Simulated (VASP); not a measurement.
## HfSiO4: single point with PBE

HfSiO4:

```
Hf Si O
1.0
     4.67722    0.00000    0.00000
    -2.33861    4.05059    0.00000
     0.00000    0.00000    3.79345
Hf Si O
1 1 4
Direct
  0.00000 0.00000 0.00000
  0.33333 0.66667 0.00000
  0.66667 0.33333 0.00000
  0.00385 0.50192 0.50000
  0.49808 0.50192 0.50000
  0.49808 0.99615 0.50000
```

The cell was generated, and may not be a known phase.

```yaml
Program: VASP 6.6.1
Task: single point
Functional: PBE
Potentials_or_basis: VASP PAW PBE potentials, release 64 (Hf_pv, Si, O)
Cutoff: 520 eV
k_mesh: 6 × 6 × 4
Occupations: gaussian, width 0.1 eV
Spin: no spin polarisation
```

The pressure is -14.1 GPa and the largest force is 0.997 eV/Å. The band gap on the k mesh is zero (bands 19 and 20 overlap by 0.55 eV).

Forces on the atoms (eV/Å):
```
Hf   0.000  0.000  0.000
Si   0.000  0.000  0.000
O    0.000  0.000  0.000
O    0.863  0.498  0.000
O   -0.863  0.498  0.000
O    0.000 -0.997  0.000
```

Stress tensor (GPa, compression positive):
```
-10.02   0.00   0.00
  0.00 -10.02   0.00
  0.00   0.00 -22.20
```

Levels at points of the mesh, in eV from the Fermi level:
| k point | band 17 | band 18 | band 19 | band 20 | band 21 | band 22 |
| --- | --- | --- | --- | --- | --- | --- |
| (0.00, 0.00, 0.00) | -0.88 | -0.76 | -0.36 | 0.13 | 0.13 | 0.92 |
| (0.50, 0.00, 0.00) | -1.82 | -1.43 | 0.07 | 0.14 | 0.46 | 0.63 |
| (0.00, 0.00, 0.50) | -0.37 | -0.33 | 0.26 | 0.26 | 0.91 | 0.91 |
| (0.50, 0.00, 0.50) | -1.50 | -0.13 | 0.12 | 0.21 | 0.59 | 0.69 |

Run time: 48 s on 1 thread of Intel(R) Xeon(R) Platinum 8259CL CPU @ 2.50GHz (Skylake/Cascade Lake) (shared host), peak memory 0.2 GiB.

Caveat: the k points lie up to 0.41 Å⁻¹ apart, too coarse for converged energies and pressures of a metal; spin-orbit coupling is left out, which moves the levels of the heavy elements.
